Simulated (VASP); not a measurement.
# Rb (P6_3/mmc) in VASP: relaxation of cell and atoms with PBE

Aim: the relaxation of cell and atoms of Rb with PBE.

All numbers are computed with VASP 6.6.1; they aren't measurements. Logs are shortened: lines on timing, memory, paths and dates and some standing lists are left out, and cuts for length are marked.

### Step 1. The cell of the first run

The structure is hexagonal, space group P6_3/mmc (No. 194). Conventional cell: a = 4.505 Å, b = 4.505 Å, c = 7.298 Å, α = 90.00°, β = 90.00°, γ = 120.00°. Within 5.9 Å of Rb (site symmetry -6m2) lie 12 Rb at 4.48 to 4.50 Å.

This isn't the form of Rb at room conditions, which is bcc.

### Step 2. Relaxation of cell and atoms, PBE, target pressure 1.9 GPa, at which the enthalpy is minimised

INCAR

```
SYSTEM = Rb
PREC = Accurate
ENCUT = 600
EDIFF = 1E-7
ISMEAR = -1
SIGMA = 0.08
LREAL = .False.
LASPH = .True.
NELM = 100
ALGO = Normal
ISIF = 3
LWAVE = .False.
LCHARG = .False.
GGA = PE
IBRION = 2
NSW = 60
EDIFFG = -0.005
PSTRESS = 19.0
```

KPOINTS

```
Automatic mesh
0
Gamma
  10 10 6
  0 0 0
```

POSCAR

```
Rb
1.0
    4.5049592092      0.0000000000      0.0000000000
   -2.2524796046      3.9014091182      0.0000000000
    0.0000000000      0.0000000000      7.2980339189
Rb
2
Direct
    0.3333333333      0.6666666667      0.2500000000
    0.6666666667      0.3333333333      0.7500000000
```

Potentials or basis: VASP PAW PBE potentials, release 64 (Rb_sv).

Launch:

```bash
cat potpaw_PBE.64/Rb_sv/POTCAR > POTCAR
mpirun -np 1 vasp_std > vasp.out
```

OUTCAR:

```text
SYSTEM = Rb
   PREC = Accurate
   ENCUT = 600
   EDIFF = 1E-7
   ISMEAR = -1
   LREAL = .False.
   LASPH = .True.
   NELM = 100
   ISIF = 3
   GGA = PE
   IBRION = 2
   NSW = 60
   EDIFFG = -0.005
   PSTRESS = 19.0

 ion  position               nearest neighbor table
   1  0.333  0.667  0.250-   2 4.48   2 4.48   2 4.48   2 4.48   2 4.48   2 4.48
   2  0.667  0.333  0.750-   1 4.48   1 4.48   1 4.48   1 4.48   1 4.48   1 4.48

  LATTYP: Found a hexagonal cell.
 ALAT       =     4.5049592092
 C/A-ratio  =     1.6200000000

  Lattice vectors:

 A1 = (   4.5049592092,   0.0000000000,   0.0000000000)
 A2 = (  -2.2524796046,   3.9014091182,   0.0000000000)
 A3 = (   0.0000000000,   0.0000000000,   7.2980339189)

Analysis of symmetry for initial positions (statically):
=====================================================================
 Subroutine PRICEL returns:
 Original cell was already a primitive cell.

 Routine SETGRP: Setting up the symmetry group for a
 hexagonal supercell.

 Subroutine GETGRP returns: Found 24 space group operations
 (whereof 12 operations were pure point group operations)
 out of a pool of 24 trial point group operations.

The static configuration has the point symmetry D_3d.
 The point group associated with its full space group is D_6h.

Analysis of symmetry for dynamics (positions and initial velocities):
=====================================================================
 Subroutine PRICEL returns:
 Original cell was already a primitive cell.

 Routine SETGRP: Setting up the symmetry group for a
 hexagonal supercell.

 Subroutine GETGRP returns: Found 24 space group operations
 (whereof 12 operations were pure point group operations)
 out of a pool of 24 trial point group operations.

The dynamic configuration has the point symmetry D_3d.
 The point group associated with its full space group is D_6h.

 Subroutine INISYM returns: Found 24 space group operations
 (whereof 12 operations are pure point group operations),
 and found     1 'primitive' translations

----------------------------------------------------------------------------------------

[... 157 lines left out ...]
      direct lattice vectors                 reciprocal lattice vectors
     4.504959209  0.000000000  0.000000000     0.221977593  0.128158823  0.000000000
    -2.252479605  3.901409118  0.000000000     0.000000000  0.256317646  0.000000000
     0.000000000  0.000000000  7.298033919     0.000000000  0.000000000  0.137023205

 POSITION                                       TOTAL-FORCE (eV/Angst)
 -----------------------------------------------------------------------------------
     -0.00000      2.60094      1.82451        -0.000000     -0.000000      0.000000
      2.25248      1.30047      5.47353         0.000000      0.000000     -0.000000
 -----------------------------------------------------------------------------------
    total drift:                               -0.000000      0.000000     -0.000000

  FREE ENERGIE OF THE ION-ELECTRON SYSTEM (eV)
  ---------------------------------------------------
  free  energy   TOTEN  =        -1.6491335231 eV

  energy  without entropy=       -1.6123645672  energy(sigma->0) =       -1.63074905

  enthalpy is  TOTEN    =        -0.1280213088 eV   P V=        1.5211122142

--------------------------------------- Ionic step        2  -------------------------------------------

 number of electron      18.0000000 magnetization

 Free energy of the ion-electron system (eV)
  ---------------------------------------------------
  ext. energy  EPLUGINS =         0.00000000
  ---------------------------------------------------
  free energy    TOTEN  =        -1.64813623 eV

  energy without entropy =       -1.61134683  energy(sigma->0) =       -1.62974153

 E-fermi :   0.9681     XC(G=0):  -6.3904

 val. band max:        0.9550342709   @ k =   0.3000   0.2000   0.3333
 cond. band min:       0.9980717767   @ k =   0.5000  -0.0000   0.0000
 fundamental gap:      0.0430375058
 Fermi energy:         0.9680759673

 k-point     1 :       0.0000    0.0000    0.0000
  band No.  band energies     occupation
      1     -27.8360      2.00000
      2     -27.8156      2.00000
      3     -12.1133      2.00000
      4     -11.8488      2.00000
      5     -11.8488      2.00000
      6     -11.8087      2.00000
      7     -11.8087      2.00000
      8     -11.8058      2.00000
      9      -1.4966      2.00000
     10       1.0065      0.76444
     11       1.9865      0.00001
     12       4.6668      0.00000
     13       4.6669      0.00000
[... 354 lines left out ...]
  band No.  band energies     occupation
      1     -27.8160      2.00000
      2     -27.8102      2.00000
      3     -12.0783      2.00000
      4     -12.0330      2.00000
      5     -11.9575      2.00000
      6     -11.9182      2.00000
      7     -11.8764      2.00000
      8     -11.8582      2.00000
      9       0.8860      1.47216
     10       1.6149      0.00062
     11       2.1157      0.00000
     12       2.4666      0.00000
     13       3.3438      0.00000

 [... further k-points ...]

------------------------ aborting loop because EDIFF is reached ----------------------------------------

  FORCE on cell =-STRESS in cart. coord.  units (eV):
  Direction    XX          YY          ZZ          XY          YZ          ZX
  --------------------------------------------------------------------------------------
  -------------------------------------------------------------------------------------
  Total        1.5127571      1.5127571      1.5220774      0.0000000      0.0000000      0.0000000
  in kB       18.9081086     18.9081086     19.0246046      0.0000000      0.0000000      0.0000000
  external PRESSURE =      -0.0530594 kB  Pullay stress =      19.0000000 kB

 VOLUME and BASIS-vectors are now :
 -----------------------------------------------------------------------------
  energy-cutoff  :      600.00
  volume of cell :      128.18
      direct lattice vectors                 reciprocal lattice vectors
     4.503579778  0.000000000  0.000000000     0.222045584  0.128198077  0.000000000
    -2.251789889  3.900214496  0.000000000     0.000000000  0.256396155  0.000000000
     0.000000000  0.000000000  7.297688752     0.000000000  0.000000000  0.137029686

 POSITION                                       TOTAL-FORCE (eV/Angst)
 -----------------------------------------------------------------------------------
     -0.00000      2.60014      1.82442        -0.000000      0.000000      0.000000
      2.25179      1.30007      5.47327         0.000000     -0.000000      0.000000
 -----------------------------------------------------------------------------------
    total drift:                               -0.000000      0.000000     -0.000000

  FREE ENERGIE OF THE ION-ELECTRON SYSTEM (eV)
  ---------------------------------------------------
  free  energy   TOTEN  =        -1.6481362273 eV

  energy  without entropy=       -1.6113468298  energy(sigma->0) =       -1.62974153

  enthalpy is  TOTEN    =        -0.1280273064 eV   P V=        1.5201089209

 reached required accuracy - stopping structural energy minimisation
```

OSZICAR:

```text
N       E                     dE             d eps       ncg     rms          rms(c)
DAV:   1     0.124846596178E+03    0.12485E+03   -0.80721E+03  1456   0.123E+03
DAV:   2     0.947306754334E+01   -0.11537E+03   -0.11145E+03  2024   0.227E+02
DAV:   3    -0.991921093550E+00   -0.10465E+02   -0.10294E+02  1826   0.705E+01
[... 14 lines left out ...]
DAV:   4    -0.164813492678E+01   -0.11091E-05   -0.45883E-06  2089   0.117E-02    0.209E-03
DAV:   5    -0.164813595148E+01   -0.10247E-05   -0.19818E-07  1351   0.464E-03    0.136E-03
DAV:   6    -0.164813645580E+01   -0.50432E-06   -0.90676E-08  1098   0.292E-03    0.733E-04
DAV:   7    -0.164813623257E+01    0.22323E-06   -0.36756E-08   968   0.177E-03    0.106E-04
DAV:   8    -0.164813622726E+01    0.53130E-08   -0.83766E-09   968   0.526E-04
   2 F= -.12802731E+00 E0= -.10963261E+00  d E =-.599758E-05
```

Run time: 3 min. Hardware: 1 thread of Intel Xeon 8259CL, shared host; peak memory 0.29 GiB.

Results:

```
Free energy                                                : -1.6481 eV
Relaxed volume                                             : 64.09 Å³/atom
Relaxed cell                                               : a = 4.504 Å, b = 4.504 Å, c = 7.298 Å, α = 90.00°, β = 90.00°, γ = 120.00°
Space group after relaxing (to 0.1 Å)                      : P6_3/mmc (No. 194)
Energy change on relaxing (the run minimises the enthalpy) : +0.5 meV/atom
Ionic steps                                                : 2
Pressure after relaxing                                    : 1.9 GPa
Band gap on the k mesh                                     : zero (bands 9 and 10 overlap by 2.38 eV)
```

The path:
```csv
step,energy change (eV),largest force (eV/Å),pressure (GPa),volume (Å³)
1,0.0000,0.0000,1.89,128.27
2,0.0010,0.0000,1.89,128.18
```

Final structure:
```
Rb
1.0
     4.50358    0.00000    0.00000
    -2.25179    3.90021    0.00000
     0.00000    0.00000    7.29769
Rb
2
Cartesian
  0.0000 2.6001 1.8244
  2.2518 1.3001 5.4733
```

Levels at points of the mesh, in eV from the Fermi level:
```
           k point  band 6  band 7  band 8  band 9  band 10  band 11  band 12  band 13
(0.00, 0.00, 0.00)  -12.78  -12.78  -12.77   -2.46     0.04     1.02     3.70     3.70
(0.50, 0.00, 0.00)  -12.88  -12.85  -12.81    0.03     0.40     1.10     1.46     2.45
(0.00, 0.00, 0.50)  -12.80  -12.80  -12.80   -1.54    -1.54     2.50     2.50     3.73
(0.50, 0.00, 0.50)  -12.85  -12.85  -12.85    0.26     0.26     1.28     1.28     2.56
```

Caveat: the cell is relaxed towards a set pressure, so the run minimises the enthalpy, not the energy.

The gap in the log of VASP goes by the Fermi energy; the results here count the filled bands.